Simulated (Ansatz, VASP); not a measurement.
**Ir: VASP beside Ansatz**

```
Ir
1.0
     4.96080    0.00000    0.00000
     0.00000    4.96080    0.00000
     0.00000    0.00000    4.96080
Ir
8
Direct
  0.00000 0.00000 0.00000
  0.50000 0.50000 0.50000
  0.25000 0.00000 0.50000
  0.75000 0.00000 0.50000
  0.50000 0.25000 0.00000
  0.50000 0.75000 0.00000
  0.00000 0.50000 0.25000
  0.00000 0.50000 0.75000
```

Alike in both runs: functional revPBE; k mesh 5 × 5 × 5; occupations fermi-dirac, width 0.1 eV; no spin polarisation.

Ansatz relaxed the structure, and its values are those at the end. VASP's run is a single point on that final structure, the one shown.

|  | VASP | Ansatz |
| --- | --- | --- |
| version | VASP 6.6.1 | Ansatz 0.2.0 |
| potentials or method | VASP PAW PBE potentials, release 64 (Ir), cutoff 520 eV | plane waves (420 eV) with PAW, scalar-relativistic |
| valence electrons in the cell | 72 | 136 |

```tsv
	VASP	Ansatz	Ansatz less VASP
pressure (GPa)	0.4	0.0	-0.36
```

VASP's potentials were made for PBE, not for revPBE. VASP's potentials hold 72 valence electrons a cell and Ansatz's 136, so a difference there can come from the potentials and not from the codes.

Neither program's run includes spin-orbit coupling.
